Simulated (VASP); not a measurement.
Input of a VASP 6.6.1 run:

The input POSCAR:

```
BeS
1.0
    0.0000000000      2.3554347085      2.4343062304
    2.3554347085      0.0000000000      2.4343062304
    2.3554347085      2.3554347085      0.0000000000
Be S
1 1
Direct
    0.0000000000      0.0000000000      0.0000000000
    0.2500000000      0.2500000000      0.2500000000
```

File INCAR.step1:

```
SYSTEM = BeS
PREC = Accurate ; ENCUT = 520
EDIFF = 1E-5 ; ISMEAR = 0
SIGMA = 0.01 ; LREAL = .False.
LASPH = .True. ; NELM = 80
ALGO = Normal ; ISIF = 2
LWAVE = .True. ; LCHARG = .False.
GGA = PE ; NBANDS = 11
```

INCAR.step2

```
SYSTEM = BeS
PREC = Accurate ; ENCUT = 520
EDIFF = 1E-6 ; ISMEAR = 0
SIGMA = 0.01 ; LREAL = .False.
LASPH = .True. ; NELM = 80
ALGO = Normal ; ISIF = 2
LWAVE = .False. ; LCHARG = .False.
GGA = PE ; LHFCALC = .True.
HFSCREEN = 0.2079 ; PRECFOCK = Normal
ISTART = 1 ; NBANDS = 11
```

File KPOINTS:

```
Automatic mesh
0
Gamma
  6 6 6
  0 0 0
```

Potentials or basis: VASP PAW PBE potentials, release 64 (Be, S).

The run is started by

```bash
$ cat potpaw_PBE.64/Be/POTCAR potpaw_PBE.64/S/POTCAR > POTCAR
$ cp INCAR.step1 INCAR
$ mpirun -np 1 vasp_std > vasp.out
$ cp INCAR.step2 INCAR
$ mpirun -np 1 vasp_std > vasp.out
```

Predict the pressure.

6.0 GPa.

Estimate the band gap on the k mesh.

3.76 eV (least direct gap 6.76 eV).

Stress tensor (GPa, compression positive):
```
7.26 0.00 0.00
0.00 7.26 0.00
0.00 0.00 3.53
```

Caveat: the cell differs from its parent crystal (biaxial xy strain -3.2%); the cell stands under pressure; the PAW data sets were made with another functional, which shifts forces and pressure a little. A k mesh can miss the band edges.
